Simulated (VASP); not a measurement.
# AlRu (Pm-3m) in VASP: a series of runs, part 2 of 2

VASP 6.6.1. Earlier steps stand in the parts before.

### 3 Single point, PBEsol

The input, INCAR:

```
PREC = Accurate
ENCUT = 520
EDIFF = 1E-7
ISMEAR = -1
SIGMA = 0.1
LREAL = False
LASPH = True
NELM = 80
ALGO = Normal
ISIF = 2
LWAVE = False
LCHARG = False
GGA = PS
NBANDS = 16
```

The input, KPOINTS:

```
regular mesh
0
Gamma
  11 11 11
```

The input, POSCAR:

```
AlRu
1.0
    2.9916000000      0.0000000000      0.0000000000
    0.0000000000      2.9916000000      0.0000000000
    0.0000000000      0.0000000000      2.9916000000
Al Ru
1 1
Direct
    0.0000000000      0.0000000000      0.0000000000
    0.5000000000      0.5000000000      0.5000000000
```

Potentials or basis: VASP PAW PBE potentials, release 64 (Al, Ru_pv).

Run with:

```
cat potpaw_PBE.64/Al/POTCAR potpaw_PBE.64/Ru_pv/POTCAR > POTCAR
mpirun -np 1 vasp_std > vasp.out
```

OUTCAR:

```text
PREC = Accurate
   ENCUT = 520
   EDIFF = 1E-7
   ISMEAR = -1
   LREAL = False
   LASPH = True
   NELM = 80
   ISIF = 2
   GGA = PS

 ion  position               nearest neighbor table
   1  0.000  0.000  0.000-   2 2.59   2 2.59   2 2.59   2 2.59   2 2.59   2 2.59   2 2.59   2 2.59

   2  0.500  0.500  0.500-   1 2.59   1 2.59   1 2.59   1 2.59   1 2.59   1 2.59   1 2.59   1 2.59

  LATTYP: Found a simple cubic cell.
 ALAT       =     2.9916000000

  Lattice vectors:

 A1 = (   2.9916000000,   0.0000000000,   0.0000000000)
 A2 = (   0.0000000000,   2.9916000000,   0.0000000000)
 A3 = (   0.0000000000,   0.0000000000,   2.9916000000)

Analysis of symmetry for initial positions (statically):
=====================================================================
 Subroutine PRICEL returns:
 Original cell was already a primitive cell.

 Routine SETGRP: Setting up the symmetry group for a
 simple cubic supercell.

 Subroutine GETGRP returns: Found 48 space group operations
 (whereof 48 operations were pure point group operations)
 out of a pool of 48 trial point group operations.

The static configuration has the point symmetry O_h .

Analysis of symmetry for dynamics (positions and initial velocities):
=====================================================================
 Subroutine PRICEL returns:
 Original cell was already a primitive cell.

 Routine SETGRP: Setting up the symmetry group for a
 simple cubic supercell.

 Subroutine GETGRP returns: Found 48 space group operations
 (whereof 48 operations were pure point group operations)
 out of a pool of 48 trial point group operations.

The dynamic configuration has the point symmetry O_h .

 Subroutine INISYM returns: Found 48 space group operations
 (whereof 48 operations are pure point group operations),
 and found     1 'primitive' translations

----------------------------------------------------------------------------------------

                                     Primitive cell

  volume of cell :      26.7738

  direct lattice vectors                    reciprocal lattice vectors
     2.991600000  0.000000000  0.000000000     0.334269287  0.000000000  0.000000000
     0.000000000  2.991600000  0.000000000     0.000000000  0.334269287  0.000000000
     0.000000000  0.000000000  2.991600000     0.000000000  0.000000000  0.334269287

  length of vectors
     2.991600000  2.991600000  2.991600000     0.334269287  0.334269287  0.334269287

  position of ions in fractional coordinates (direct lattice)
     0.000000000  0.000000000  0.000000000
     0.500000000  0.500000000  0.500000000

  ion indices of the primitive-cell ions
   primitive index   ion index
                 1           1
                 2           2

----------------------------------------------------------------------------------------

 KPOINTS: regular mesh

Automatic generation of k-mesh.
 Grid dimensions read from file:
 generate k-points for:   11   11   11

 Generating k-lattice:

  Cartesian coordinates                     Fractional coordinates (reciprocal lattice)
     0.030388117  0.000000000  0.000000000     0.090909091  0.000000000  0.000000000
     0.000000000  0.030388117  0.000000000     0.000000000  0.090909091  0.000000000
     0.000000000  0.000000000  0.030388117     0.000000000  0.000000000  0.090909091

  Length of vectors
     0.030388117  0.030388117  0.030388117

  Shift w.r.t. Gamma in fractional coordinates (k-lattice)
     0.000000000  0.000000000  0.000000000

 Subroutine IBZKPT returns following result:
 ===========================================

 Found     56 irreducible k-points:

 Following reciprocal coordinates:
            Coordinates               Weight
  0.000000  0.000000  0.000000      1.000000
  0.090909  0.000000  0.000000      6.000000
  0.181818  0.000000  0.000000      6.000000
  0.272727  0.000000  0.000000      6.000000
  0.363636  0.000000  0.000000      6.000000
  0.454545  0.000000  0.000000      6.000000
[... 16 lines left out ...]
  0.181818  0.090909  0.090909     24.000000
  0.272727  0.090909  0.090909     24.000000
 [... further k-points ...]
   k-points           NKPTS =     56   k-points in BZ     NKDIM =     56   number of bands    NBANDS=     16
   number of dos      NEDOS =    301   number of ions     NIONS =      2
   total plane-waves  NPLWV =  13824
   dimension x,y,z NGX =    24 NGY =   24 NGZ =   24
   dimension x,y,z NGXF=    48 NGYF=   48 NGZF=   48
   ions per type =               1   1
   NGX,Y,Z   is equivalent  to a cutoff of  13.34, 13.34, 13.34 a.u.
   NGXF,Y,Z  is equivalent  to a cutoff of  26.67, 26.67, 26.67 a.u.
 SYSTEM =  unknown system
   PREC   = accura    normal or accurate (medium, high low for compatibility)
   ISTART =      0    job   : 0-new  1-cont  2-samecut
   ICHARG =      2    charge: 1-file 2-atom 10-const
   ISPIN  =      1    spin polarized calculation?
   LNONCOLLINEAR =      F non collinear calculations
   LSORBIT =      F    spin-orbit coupling
   LASPH  =      T    aspherical Exc in radial PAW
   ENCUT  =  520.0 eV  38.22 Ry    6.18 a.u.   5.56  5.56  5.56*2*pi/ulx,y,z
   NELM   =     80;   NELMIN=  2; NELMDL= -5     # of ELM steps
   EDIFF  = 0.1E-06   stopping-criterion for ELM
   LREAL  =      F    real-space projection
   EDIFFG = 0.1E-05   stopping-criterion for IOM
   NSW    =      0    number of steps for IOM
   IBRION =     -1    ionic relax: 0-MD 1-quasi-New 2-CG
   NFREE  =      0    steps in history (QN), initial steepest desc. (CG)
   ISIF   =      2    stress and relaxation
   ISYM   =      2    0-nonsym 1-usesym 2-fastsym
   POTIM  = 0.5000    time-step for ionic-motion
   TEBEG  =    0.0;   TEEND  =   0.0 temperature during run
   PSTRESS=    0.0 pullay stress
   NELECT =      17.0000    total number of electrons
   NUPDOWN=      -1.0000    fix difference up-down
   EMIN   =  10.00;   EMAX   =-10.00  energy-range for DOS
   EFERMI =   0.00;   METHOD = LEGACY
   ISMEAR =    -1;   SIGMA  =   0.10  broadening in eV -4-tet -1-fermi 0-gaus
   EFERMI_NEDOS =   21; number of points for ismear=-14 and -15
   IALGO  =     38    algorithm
   IMIX   =      4    mixing-type and parameters
     AMIX     =   0.40;   BMIX     =  1.00
     AMIX_MAG =   1.60;   BMIX_MAG =  1.00
  volume/ion in A,a.u.               =      13.39        90.34
  Fermi-wavevector in a.u.,A,eV,Ry     =   1.407087  2.659009 26.938090  1.979894
  Thomas-Fermi vector in A             =   2.529382
   LORBIT       =      0    0 simple, 1 ext, 2 COOP (PROOUT), +10 PAW based schemes
   GGA     = PS    functional components
   LHFCALC =     F    Hartree Fock is set to
   AEXX    =    0.0000 exact exchange contribution
   IVDW    =     0    specifies the selected vdW correction
   LEPSILON=     F    determine dielectric tensor
   LRPA    =     F    only Hartree local field effects (RPA)
 non-spin polarized calculation
  energy-cutoff  :      520.00
  volume of cell :       26.77
 maximum number of plane-waves:       739
 NGX is ok and might be reduce to    24
   NGX = 11   NGY = 11   NGZ = 11

 number of electron      16.9999995 magnetization

 Free energy of the ion-electron system (eV)
  ---------------------------------------------------
  ext. energy  EPLUGINS =         0.00000000
  ---------------------------------------------------
  free energy    TOTEN  =       -15.53550849 eV

  energy without entropy =      -15.48068918  energy(sigma->0) =      -15.50809884

 E-fermi :  10.6018     XC(G=0): -12.6873

 val. band max:       10.6005898834   @ k =   0.3636   0.3636   0.2727
 cond. band min:      10.6048105755   @ k =   0.4545   0.3636   0.3636
 fundamental gap:      0.0042206921
 Fermi energy:        10.6017671253

 k-point     1 :       0.0000    0.0000    0.0000
  band No.  band energies     occupation
      1     -31.1178      2.00000
      2     -31.1178      2.00000
      3     -31.1178      2.00000
      4       0.9135      2.00000
      5       7.0042      2.00000
      6       7.0042      2.00000
[... 8 lines left out ...]
     15      22.5928      0.00000
     16      25.6744      0.00000

 k-point     2 :       0.0909    0.0000    0.0000
  band No.  band energies     occupation
      1     -31.1348      2.00000
      2     -31.1164      2.00000
      3     -31.1164      2.00000
      4       1.0723      2.00000
      5       7.0584      2.00000
      6       7.0597      2.00000
[... 8 lines left out ...]
     15      22.5943      0.00000
     16      26.1804      0.00000
[... 387 lines left out ...]
      5       7.2872      2.00000
      6       7.3250      2.00000
[... 8 lines left out ...]
     15      23.3820      0.00000
     16      27.3156      0.00000

 k-point    24 :       0.2727    0.0909    0.0909
  band No.  band energies     occupation
      1     -31.2352      2.00000
      2     -31.1231      2.00000
      3     -31.1220      2.00000
      4       2.5494      2.00000
      5       7.1716      2.00000
      6       7.5412      2.00000
[... 8 lines left out ...]
     15      24.3787      0.00000
     16      25.4778      0.00000

 [... further k-points ...]
[... 5 lines left out ...]
  --------------------------------------------------------------------------------------
  -------------------------------------------------------------------------------------
  Total       -0.4983798     -0.4983798     -0.4983798     -0.0000000      0.0000000     -0.0000000
  in kB      -29.8236281    -29.8236281    -29.8236281     -0.0000000      0.0000000     -0.0000000
  external PRESSURE =     -29.8236281 kB  Pullay stress =       0.0000000 kB

 VOLUME and BASIS-vectors are now :
 -----------------------------------------------------------------------------
  energy-cutoff  :      520.00
  volume of cell :       26.77
      direct lattice vectors                 reciprocal lattice vectors
     2.991600000  0.000000000  0.000000000     0.334269287  0.000000000  0.000000000
     0.000000000  2.991600000  0.000000000     0.000000000  0.334269287  0.000000000
     0.000000000  0.000000000  2.991600000     0.000000000  0.000000000  0.334269287

 POSITION                                       TOTAL-FORCE (eV/Angst)
 -----------------------------------------------------------------------------------
      0.00000      0.00000      0.00000         0.000000      0.000000      0.000000
      1.49580      1.49580      1.49580         0.000000      0.000000      0.000000
 -----------------------------------------------------------------------------------
    total drift:                                0.000000     -0.000000     -0.000000

  FREE ENERGIE OF THE ION-ELECTRON SYSTEM (eV)
  ---------------------------------------------------
  free  energy   TOTEN  =       -15.5355084939 eV

  energy  without entropy=      -15.4806891772  energy(sigma->0) =      -15.50809884
```

Wall time 21 s (1 thread of AMD EPYC 7R43 (Zen 3), shared host); peak memory 0.12 GiB.

Results:

```yaml
Free_energy: -15.5355 eV
Pressure: -3.0 GPa
```

Caveat: the PAW data sets were made with another functional, which shifts forces and pressure a little.
